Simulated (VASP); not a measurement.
A run of VASP 6.6.1 is set up as follows.

Contents of POSCAR:

```
KBr
1.0
    5.6185814494      0.0000000000      0.0000000000
   -2.8092907247      4.8658342684      0.0000000000
    0.0000000000      0.0000000000      6.5538300027
K Br
2 2
Direct
    0.3333333333      0.6666666667     -0.0625000000
    0.6666666667      0.3333333333      0.4375000000
    0.3333333333      0.6666666667      0.4375000000
    0.6666666667      0.3333333333      0.9375000000
```

File INCAR.step1:

```
SYSTEM = KBr
PREC = Accurate
ENCUT = 520
EDIFF = 1E-5
ISMEAR = 0
SIGMA = 0.01
LREAL = .False.
LASPH = .True.
NELM = 100
ALGO = Normal
ISIF = 2
LWAVE = .True.
LCHARG = .False.
GGA = PE
NBANDS = 24
```

The input INCAR.step2:

```
SYSTEM = KBr
PREC = Accurate
ENCUT = 520
EDIFF = 1E-6
ISMEAR = 0
SIGMA = 0.01
LREAL = .False.
LASPH = .True.
NELM = 100
ALGO = Normal
ISIF = 2
LWAVE = .False.
LCHARG = .False.
GGA = PE
LHFCALC = .True.
HFSCREEN = 0.2079
PRECFOCK = Normal
ISTART = 1
NBANDS = 24
```

KPOINTS

```
Automatic mesh
0
Gamma
  3 3 2
  0 0 0
```

Potentials or basis: VASP PAW PBE potentials, release 64 (K_sv, Br).

The run is started by

```sh
$ cat potpaw_PBE.64/K_sv/POTCAR potpaw_PBE.64/Br/POTCAR > POTCAR
$ cp INCAR.step1 INCAR
$ mpirun -np 1 vasp_std > vasp.out
$ cp INCAR.step2 INCAR
$ mpirun -np 1 vasp_std > vasp.out
```

Estimate the band gap on the k mesh.

5.30 eV.

Estimate the pressure.

0.3 GPa.

Stress tensor (GPa, compression positive):
```
0.21 0.00 0.00
0.00 0.21 0.00
0.00 0.00 0.37
```

Caveat: the k points lie up to 0.48 Å⁻¹ apart; the structure was generated, so it needn't be the stable form of KBr; the PAW data sets were made with another functional, which shifts forces and pressure a little.
